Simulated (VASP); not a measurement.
# AlNi3 (Fm-3m) in VASP: notebook, part 2 of 2

VASP 6.6.1. Earlier steps stand in the parts before.

### 4 Single point, PBE

This run uses another cell than the first one, of 11.41 Å³/atom, 1.041 times its volume.

The input, INCAR:

```
ALGO = Normal ; EDIFF = 1E-7
ENCUT = 520 ; GGA = PE
ISIF = 2 ; ISMEAR = 0
LASPH = T ; LCHARG = F
LREAL = F ; LWAVE = F
NBANDS = 24 ; NELM = 60
PREC = Accurate ; SIGMA = 0.1
```

The input, KPOINTS:

```
k-points
0
Gamma
  14 14 14
```

The input, POSCAR:

```
AlNi3
1.0
    0.0000000000      2.8361718434      2.8361718434
    2.8361718434      0.0000000000      2.8361718434
    2.8361718434      2.8361718434      0.0000000000
Al Ni
1 3
Direct
    0.5000000000      0.5000000000      0.5000000000
    0.2500000000      0.2500000000      0.2500000000
    0.0000000000      0.0000000000      0.0000000000
    0.7500000000      0.7500000000      0.7500000000
```

Potentials or basis: VASP PAW PBE potentials, release 64 (Al, Ni).

Started as:

```sh
> cat potpaw_PBE.64/Al/POTCAR potpaw_PBE.64/Ni/POTCAR > POTCAR
> mpirun -np 1 vasp_std > vasp.out
```

OUTCAR:

```text
EDIFF = 1E-7
   ENCUT = 520
   GGA = PE
   ISIF = 2
   ISMEAR = 0
   LASPH = T
   LREAL = F
   NELM = 60
   PREC = Accurate

 ion  position               nearest neighbor table
   1  0.500  0.500  0.500-   2 2.46   2 2.46   2 2.46   2 2.46   4 2.46   4 2.46   4 2.46   4 2.46
                             3 2.84   3 2.84   3 2.84   3 2.84   3 2.84   3 2.84
   2  0.250  0.250  0.250-   3 2.46   3 2.46   3 2.46   1 2.46   3 2.46   1 2.46   1 2.46   1 2.46
                             4 2.84   4 2.84   4 2.84   4 2.84   4 2.84   4 2.84
   3  0.000  0.000  0.000-   4 2.46   4 2.46   4 2.46   2 2.46   4 2.46   2 2.46   2 2.46   2 2.46
                             1 2.84   1 2.84   1 2.84   1 2.84   1 2.84   1 2.84
   4  0.750  0.750  0.750-   1 2.46   1 2.46   1 2.46   1 2.46   3 2.46   3 2.46   3 2.46   3 2.46
                             2 2.84   2 2.84   2 2.84   2 2.84   2 2.84   2 2.84

  LATTYP: Found a face centered cubic cell.
 ALAT       =     5.6723436868

  Lattice vectors:

 A1 = (   0.0000000000,   2.8361718434,   2.8361718434)
 A2 = (   2.8361718434,   0.0000000000,   2.8361718434)
 A3 = (   2.8361718434,   2.8361718434,   0.0000000000)

Analysis of symmetry for initial positions (statically):
[... 178 lines left out ...]
 E-fermi :   9.4583     XC(G=0): -12.6180

 val. band max:        9.4489188636   @ k =  -0.2857   0.5000   0.2143
 cond. band min:       9.4767934270   @ k =   0.5000   0.2143   0.0714
 fundamental gap:      0.0278745634
 Fermi energy:         9.4582998379

 k-point     1 :       0.0000    0.0000    0.0000
  band No.  band energies     occupation
      1      -0.4799      2.00000
      2       6.0519      2.00000
      3       6.0519      2.00000
      4       6.1444      2.00000
      5       6.1444      2.00000
      6       6.1444      2.00000
[... 637 lines left out ...]
     23      17.0078      0.00000
     24      18.9329      0.00000

 [... further k-points ...]

------------------------ aborting loop because EDIFF is reached ----------------------------------------

  FORCE on cell =-STRESS in cart. coord.  units (eV):
  Direction    XX          YY          ZZ          XY          YZ          ZX
  --------------------------------------------------------------------------------------
  -------------------------------------------------------------------------------------
  Total       -0.0083891     -0.0083891     -0.0083891     -0.0000000      0.0000000      0.0000000
  in kB       -0.2945761     -0.2945761     -0.2945761     -0.0000000      0.0000000      0.0000000
  external PRESSURE =      -0.2945761 kB  Pullay stress =       0.0000000 kB

 VOLUME and BASIS-vectors are now :
 -----------------------------------------------------------------------------
  energy-cutoff  :      520.00
  volume of cell :       45.63
      direct lattice vectors                 reciprocal lattice vectors
     0.000000000  2.836171843  2.836171843    -0.176293972  0.176293972  0.176293972
     2.836171843  0.000000000  2.836171843     0.176293972 -0.176293972  0.176293972
     2.836171843  2.836171843  0.000000000     0.176293972  0.176293972 -0.176293972

 POSITION                                       TOTAL-FORCE (eV/Angst)
 -----------------------------------------------------------------------------------
      2.83617      2.83617      2.83617         0.000000     -0.000000     -0.000000
      1.41809      1.41809      1.41809         0.000000      0.000000      0.000000
      0.00000      0.00000      0.00000         0.000000     -0.000000     -0.000000
      4.25426      4.25426      4.25426        -0.000000     -0.000000     -0.000000
 -----------------------------------------------------------------------------------
    total drift:                                0.000000     -0.000000      0.000000

  FREE ENERGIE OF THE ION-ELECTRON SYSTEM (eV)
  ---------------------------------------------------
  free  energy   TOTEN  =       -21.6961618179 eV

  energy  without entropy=      -21.6822520703  energy(sigma->0) =      -21.68920694
```

OSZICAR:

```text
N       E                     dE             d eps       ncg     rms          rms(c)
DAV:   1     0.186865752815E+03    0.18687E+03   -0.14347E+04  5040   0.175E+03
DAV:   2    -0.162734834629E+02   -0.20314E+03   -0.19145E+03  4992   0.319E+02
DAV:   3    -0.250169133756E+02   -0.87434E+01   -0.83242E+01  6128   0.909E+01
DAV:   4    -0.251472504691E+02   -0.13034E+00   -0.13026E+00  6152   0.960E+00
DAV:   5    -0.251509894329E+02   -0.37390E-02   -0.37389E-02  6352   0.147E+00    0.176E+01
DAV:   6    -0.251945402495E+02   -0.43551E-01   -0.35553E+01  5824   0.103E+02    0.171E+01
DAV:   7    -0.218643595960E+02    0.33302E+01   -0.10997E+01  5888   0.662E+01    0.628E+00
DAV:   8    -0.219260043474E+02   -0.61645E-01   -0.14231E+00  5576   0.363E+01    0.538E+00
DAV:   9    -0.217115969215E+02    0.21441E+00   -0.20300E-01  6616   0.158E+01    0.122E+00
DAV:  10    -0.216969842920E+02    0.14613E-01   -0.59575E-02  8000   0.485E+00    0.494E-01
DAV:  11    -0.216961741058E+02    0.81019E-03   -0.81628E-03  6288   0.212E+00    0.115E-01
DAV:  12    -0.216962180406E+02   -0.43935E-04   -0.78816E-04  6048   0.638E-01    0.101E-01
DAV:  13    -0.216961611462E+02    0.56894E-04   -0.15420E-04  5976   0.357E-01    0.713E-03
DAV:  14    -0.216961620010E+02   -0.85481E-06   -0.23540E-05  5544   0.531E-02    0.383E-03
DAV:  15    -0.216961618016E+02    0.19940E-06   -0.14461E-06  6696   0.154E-02    0.321E-03
DAV:  16    -0.216961618179E+02   -0.16335E-07   -0.93948E-08  2784   0.816E-03
   1 F= -.21696162E+02 E0= -.21689207E+02  d E =-.139097E-01
```

stdout:

```text
POSCAR found type information on POSCAR AlNi
 POSCAR found :  2 types and       4 ions
 scaLAPACK will be used
 LDA part: xc-table for (Slater+PW92), standard interpolation
 POSCAR, INCAR and KPOINTS ok, starting setup
 FFT: planning ... GRIDC
 FFT: planning ... GRID_SOFT
 FFT: planning ... GRID
 WAVECAR not read
 entering main loop
```

It took 2.5 min on 1 thread of Intel Xeon Platinum 8124M at 3.00GHz (Skylake/Cascade Lake), shared host; peak memory 0.24 GiB.

What came out:

```yaml
Free_energy: -21.6962 eV
Pressure: 0.0 GPa
```

Levels at points of the mesh, in eV from the Fermi level:
| k point | band 12 | band 13 | band 14 | band 15 | band 16 | band 17 | band 18 | band 19 | band 20 | band 21 |
| --- | --- | --- | --- | --- | --- | --- | --- | --- | --- | --- |
| (0.00, 0.00, 0.00) | -0.86 | -0.54 | -0.54 | -0.50 | -0.50 | 5.35 | 5.35 | 5.35 | 5.72 | 5.72 |
| (0.50, 0.00, 0.00) | -1.64 | -0.62 | -0.62 | -0.45 | -0.45 | -0.14 | 4.26 | 4.26 | 4.63 | 4.63 |
| (0.50, 0.50, 0.00) | -1.11 | -1.01 | -0.71 | -0.57 | -0.37 | -0.33 | -0.33 | -0.05 | 4.11 | 4.44 |

Spin polarisation is off, so any magnetic state and its effect on volume and gap are missing.

### 5 Relaxation of cell and atoms, LDA

This run uses another cell than the first one, of 11.00 Å³/atom, 1.004 times its volume.

The input, INCAR:

```
SYSTEM = AlNi3
PREC = Accurate ; ENCUT = 600
EDIFF = 1E-7 ; ISMEAR = 0
SIGMA = 0.1 ; LREAL = .FALSE.
LASPH = .TRUE. ; NELM = 80
ALGO = Fast ; ISIF = 3
LWAVE = .FALSE. ; LCHARG = .FALSE.
GGA = CA ; IBRION = 2
NSW = 80 ; EDIFFG = -0.01
```

The input, KPOINTS:

```
Automatic mesh
0
G
  14 14 14
  0 0 0
```

The input, POSCAR:

```
AlNi3
1.0
    0.0000000000      2.8018887551      2.8018887551
    2.8018887551      0.0000000000      2.8018887551
    2.8018887551      2.8018887551      0.0000000000
Al Ni
1 3
Direct
    0.5000000000      0.5000000000      0.5000000000
    0.2500000000      0.2500000000      0.2500000000
    0.0000000000      0.0000000000      0.0000000000
    0.7500000000      0.7500000000      0.7500000000
```

Potentials or basis: VASP PAW LDA potentials, release 64 (Al, Ni).

Started as:

```sh
> cat potpaw_LDA.64/Al/POTCAR potpaw_LDA.64/Ni/POTCAR > POTCAR
> mpirun -np 1 vasp_std > vasp.out
```

It took 3.2 min on 1 thread of Intel Xeon 6975P-C, shared host; peak memory 0.24 GiB.

It converged, with:

```yaml
Free_energy: -25.6210 eV
Relaxed_volume: 10.61 Å³/atom
Relaxed_cell: a = 3.915 Å, b = 3.915 Å, c = 3.915 Å, α = 60.00°, β = 60.00°, γ = 60.00°
Space_group_after_relaxing_to_0.05_Å: Fm-3m (No. 225)
Energy_gained_by_relaxing: 9.1 meV/atom
Ionic_steps: 3
Pressure_after_relaxing: 0.1 GPa
```

Step by step:
```tsv
step	energy change (eV)	largest force (eV/Å)	pressure (GPa)	volume (Å³)
1	0.0000	0.0000	-7.03	43.99
2	-0.0007	0.0000	8.17	40.99
3	-0.0363	0.0000	0.07	42.43
```

Final structure:
```
Al Ni
1.0
     0.00000    2.76837    2.76837
     2.76837    0.00000    2.76837
     2.76837    2.76837    0.00000
Al Ni
1 3
Direct
  0.50000 0.50000 0.50000
  0.25000 0.25000 0.25000
  0.00000 0.00000 0.00000
  0.75000 0.75000 0.75000
```

Levels at points of the mesh, in eV from the Fermi level:
| k point | band 12 | band 13 | band 14 | band 15 | band 16 | band 17 | band 18 | band 19 | band 20 |
| --- | --- | --- | --- | --- | --- | --- | --- | --- | --- |
| (0.00, 0.00, 0.00) | -0.97 | -0.60 | -0.60 | -0.54 | -0.54 | 5.60 | 5.60 | 5.60 | 6.13 |
| (0.50, 0.00, 0.00) | -1.83 | -0.69 | -0.69 | -0.50 | -0.50 | -0.16 | 4.46 | 4.46 | 4.99 |
| (0.50, 0.50, 0.00) | -1.22 | -1.13 | -0.80 | -0.64 | -0.38 | -0.38 | -0.37 | -0.04 | 4.44 |

Spin polarisation is off, so any magnetic state and its effect on volume and gap are missing.

### 6 Relaxation of cell and atoms, PBEsol

This run uses another cell than the first one, of 11.00 Å³/atom, 1.004 times its volume.

The input, INCAR:

```
SYSTEM = AlNi3
PREC = Accurate ; ENCUT = 600
EDIFF = 1E-6 ; ISMEAR = 0
SIGMA = 0.1 ; LREAL = .FALSE.
LASPH = .TRUE. ; NELM = 60
ALGO = Fast ; ISIF = 3
LWAVE = .FALSE. ; LCHARG = .FALSE.
GGA = PS ; IBRION = 2
NSW = 80 ; EDIFFG = -0.01
```

The input, KPOINTS:

```
regular mesh
0
G
  14 14 14
  0 0 0
```

POSCAR is that of step 5.

Potentials or basis: VASP PAW PBE potentials, release 64 (Al, Ni).

Started as:

```sh
> cat potpaw_PBE.64/Al/POTCAR potpaw_PBE.64/Ni/POTCAR > POTCAR
> mpirun -np 1 vasp_std > vasp.out
```

OUTCAR:

```text
SYSTEM = AlNi3
   PREC = Accurate
   ENCUT = 600
   EDIFF = 1E-6
   ISMEAR = 0
   LREAL = .FALSE.
   LASPH = .TRUE.
   NELM = 60
   ISIF = 3
   GGA = PS
   IBRION = 2
   NSW = 80
   EDIFFG = -0.01

 ion  position               nearest neighbor table
   1  0.500  0.500  0.500-   2 2.43   4 2.43   2 2.43   2 2.43   4 2.43   2 2.43   4 2.43   4 2.43
                             3 2.80   3 2.80   3 2.80   3 2.80   3 2.80   3 2.80
   2  0.250  0.250  0.250-   3 2.43   1 2.43   3 2.43   1 2.43   3 2.43   3 2.43   1 2.43   1 2.43
                             4 2.80   4 2.80   4 2.80   4 2.80   4 2.80   4 2.80
   3  0.000  0.000  0.000-   4 2.43   2 2.43   4 2.43   2 2.43   4 2.43   4 2.43   2 2.43   2 2.43
                             1 2.80   1 2.80   1 2.80   1 2.80   1 2.80   1 2.80
   4  0.750  0.750  0.750-   1 2.43   3 2.43   1 2.43   1 2.43   3 2.43   1 2.43   3 2.43   3 2.43
                             2 2.80   2 2.80   2 2.80   2 2.80   2 2.80   2 2.80

  LATTYP: Found a face centered cubic cell.
 ALAT       =     5.6037775102

  Lattice vectors:

 A1 = (   0.0000000000,   2.8018887551,   2.8018887551)
 A2 = (   2.8018887551,   0.0000000000,   2.8018887551)
 A3 = (   2.8018887551,   2.8018887551,   0.0000000000)

Analysis of symmetry for initial positions (statically):
=====================================================================
 Subroutine PRICEL returns:
 Original cell was already a primitive cell.

[... 183 lines left out ...]
  Total       -0.1538661     -0.1538661     -0.1538661      0.0000000      0.0000000     -0.0000000
  in kB       -5.6036478     -5.6036478     -5.6036478      0.0000000      0.0000000     -0.0000000
  external PRESSURE =      -5.6036478 kB  Pullay stress =       0.0000000 kB
[... 101 lines left out ...]
--------------------------------------- Ionic step        4  -------------------------------------------

 number of electron      33.0000019 magnetization

 Free energy of the ion-electron system (eV)
  ---------------------------------------------------
  ext. energy  EPLUGINS =         0.00000000
  ---------------------------------------------------
  free energy    TOTEN  =       -24.07647338 eV

  energy without entropy =      -24.06336060  energy(sigma->0) =      -24.06991699

 E-fermi :   9.8401     XC(G=0): -12.9778

 val. band max:        9.8361538956   @ k =  -0.2857   0.5000   0.2143
 cond. band min:       9.8550970504   @ k =  -0.4286   0.4286   0.0714
 fundamental gap:      0.0189431548
 Fermi energy:         9.8400881939

 k-point     1 :       0.0000    0.0000    0.0000
  band No.  band energies     occupation
      1      -0.3855      2.00000
      2       6.2166      2.00000
      3       6.2166      2.00000
      4       6.3440      2.00000
      5       6.3440      2.00000
      6       6.3440      2.00000
[... 541 lines left out ...]
     19      13.5456      0.00000
     20      14.7858      0.00000

 [... further k-points ...]

------------------------ aborting loop because EDIFF is reached ----------------------------------------

  FORCE on cell =-STRESS in cart. coord.  units (eV):
  Direction    XX          YY          ZZ          XY          YZ          ZX
  --------------------------------------------------------------------------------------
  -------------------------------------------------------------------------------------
  Total        0.0037063      0.0037063      0.0037063     -0.0000000     -0.0000000     -0.0000000
  in kB        0.1353432      0.1353432      0.1353432     -0.0000000     -0.0000000     -0.0000000
  external PRESSURE =       0.1353432 kB  Pullay stress =       0.0000000 kB
[... 19 lines left out ...]
  FREE ENERGIE OF THE ION-ELECTRON SYSTEM (eV)
  ---------------------------------------------------
  free  energy   TOTEN  =       -24.0764733843 eV

  energy  without entropy=      -24.0633606010  energy(sigma->0) =      -24.06991699

 reached required accuracy - stopping structural energy minimisation
```

OSZICAR:

```text
N       E                     dE             d eps       ncg     rms          rms(c)
DAV:   1     0.204740829529E+03    0.20474E+03   -0.16142E+04  4160   0.235E+03
[... 38 lines left out ...]
DAV:   1    -0.240778278116E+02   -0.13286E-02   -0.15467E-02  4260   0.203E+00    0.323E-01
RMM:   2    -0.240775404504E+02    0.28736E-03   -0.17556E-02  4160   0.173E+00    0.251E-01
RMM:   3    -0.240766718429E+02    0.86861E-03   -0.44070E-03  4160   0.107E+00    0.171E-01
RMM:   4    -0.240765032026E+02    0.16864E-03   -0.22253E-04  4160   0.208E-01    0.399E-02
RMM:   5    -0.240764732960E+02    0.29907E-04   -0.53278E-05  4157   0.631E-02    0.127E-02
RMM:   6    -0.240764725274E+02    0.76852E-06   -0.16061E-05  4136   0.501E-02    0.338E-03
RMM:   7    -0.240764733843E+02   -0.85687E-06   -0.40695E-06  3096   0.290E-02
   4 F= -.24076473E+02 E0= -.24069917E+02  d E =-.351943E-03
```

CONTCAR:

```text
AlNi3
   1.00000000000000
     0.0000000000000000    2.7993753033733264    2.7993753033733264
     2.7993753033733264    0.0000000000000000    2.7993753033733264
     2.7993753033733264    2.7993753033733264    0.0000000000000000
  Al              Ni
     1     3
Direct
     0.5000000000000000    0.5000000000000000    0.5000000000000000
     0.2500000000000000    0.2500000000000000    0.2500000000000000
     0.0000000000000000    0.0000000000000000    0.0000000000000000
     0.7500000000000000    0.7500000000000000    0.7500000000000000

  0.00000000E+00  0.00000000E+00  0.00000000E+00
  0.00000000E+00  0.00000000E+00  0.00000000E+00
  0.00000000E+00  0.00000000E+00  0.00000000E+00
  0.00000000E+00  0.00000000E+00  0.00000000E+00
```

Wall time 3.3 min (1 thread of Intel Xeon 6975P-C, shared host); peak memory 0.26 GiB.

What came out:

```yaml
Free_energy: -24.0765 eV
Relaxed_volume: 10.97 Å³/atom
Relaxed_cell: a = 3.959 Å, b = 3.959 Å, c = 3.959 Å, α = 60.00°, β = 60.00°, γ = 60.00°
Space_group_after_relaxing_to_0.05_Å: Fm-3m (No. 225)
Energy_gained_by_relaxing: 0.1 meV/atom
Ionic_steps: 4
Pressure_after_relaxing: 0.0 GPa
```

The path:
| step | energy change (eV) | largest force (eV/Å) | pressure (GPa) | volume (Å³) |
| --- | --- | --- | --- | --- |
| 1 | 0.0000 | 0.0000 | -0.56 | 43.99 |
| 2 | -0.0003 | 0.0000 | 0.25 | 43.75 |
| 3 | -0.0004 | 0.0000 | 0.30 | 43.81 |
| 4 | -0.0004 | 0.0000 | 0.01 | 43.87 |

Final structure:
```xyz
4
Lattice="0.0000 2.7994 2.7994 2.7994 0.0000 2.7994 2.7994 2.7994 0.0000" Properties=species:S:1:pos:R:3 pbc="T T T"
Al    2.7994    2.7994    2.7994
Ni    1.3997    1.3997    1.3997
Ni    0.0000    0.0000    0.0000
Ni    4.1991    4.1991    4.1991
```

Levels at points of the mesh, in eV from the Fermi level:
```
           k point  band 14  band 15  band 16  band 17  band 18  band 19
(0.00, 0.00, 0.00)    -0.56    -0.52    -0.52     5.45     5.45     5.45
(0.50, 0.00, 0.00)    -0.65    -0.47    -0.47    -0.15     4.33     4.33
(0.50, 0.50, 0.00)    -0.75    -0.60    -0.36    -0.35    -0.35    -0.04
```

Caveat: the PAW data sets were made with another functional, which shifts forces and pressure a little.

### 7 The runs side by side

| task | level | potentials or basis | cell | cutoff (eV) | gap on the mesh (eV) | pressure (GPa) | relaxed volume (Å³/atom) |
| --- | --- | --- | --- | --- | --- | --- | --- |
| single point | PBEsol | VASP PAW PBE potentials, release 64 (Al, Ni) | a = 3.958 Å, angles 60.0°, 4 atoms | 520 | none | 0.1 | - |
| single point | PBEsol | VASP PAW PBE potentials, release 64 (Al, Ni) | a = 3.962 Å, angles 60.0°, 4 atoms | 520 | none | -0.6 | - |
| single point | PBE | VASP PAW PBE potentials, release 64 (Al, Ni) | a = 4.011 Å, angles 60.0°, 4 atoms | 520 | none | 0.0 | - |
| relaxation of cell and atoms | LDA | VASP PAW LDA potentials, release 64 (Al, Ni) | relaxed from a = 3.962 Å, angles 60.0°, 4 atoms | 600 | none | 0.1 | 10.61 |
| relaxation of cell and atoms | PBEsol | VASP PAW PBE potentials, release 64 (Al, Ni) | relaxed from a = 3.962 Å, angles 60.0°, 4 atoms | 600 | none | 0.0 | 10.97 |

Alike in all rows: no spin polarisation; k mesh 14 × 14 × 14; smearing gaussian 0.1 eV.

Caveats: the PAW data sets were made with another functional, which shifts forces and pressure a little (some runs).

Absolute energies hang on the potentials; compare differences alone.
